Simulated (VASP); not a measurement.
Here is a VASP 6.6.1 calculation.

The input INCAR:

```
ALGO = Fast ; EDIFF = 1E-6
ENCUT = 520 ; GGA = PE
ISIF = 2 ; ISMEAR = 0
LASPH = True ; LCHARG = False
LREAL = False ; LWAVE = False
NBANDS = 54 ; NELM = 60
PREC = Accurate ; SIGMA = 0.1
```

Contents of KPOINTS:

```
k-points
0
Gamma
  8 8 8
```

The input POSCAR:

```
Ta
1.0
    5.3118330375      0.0000000000      0.0000000000
    0.0000000000      5.3118330375      0.0000000000
    0.0000000000      0.0000000000      5.3118330375
Ta
8
Direct
    0.0000000000      0.0000000000      0.0000000000
    0.5000000000      0.5000000000      0.5000000000
    0.2500000000      0.0000000000      0.5000000000
    0.7500000000      0.0000000000      0.5000000000
    0.5000000000      0.7500000000      0.0000000000
    0.5000000000      0.2500000000      0.0000000000
    0.0000000000      0.5000000000      0.7500000000
    0.0000000000      0.5000000000      0.2500000000
```

Potentials or basis: VASP PAW PBE potentials, release 64 (Ta_pv).

Launch:

```bash
$ cat potpaw_PBE.64/Ta_pv/POTCAR > POTCAR
$ mpirun -np 1 vasp_std > vasp.out
```

(1) Predict the pressure.

(2) Estimate the band gap on the k mesh.

Results:

(1) 0.1 GPa.

(2) zero (band 44 reaches 5.31 eV, above the bottom of band 45 at 5.14 eV).

Caveat: spin-orbit coupling is left out, which moves the levels of the heavy elements.
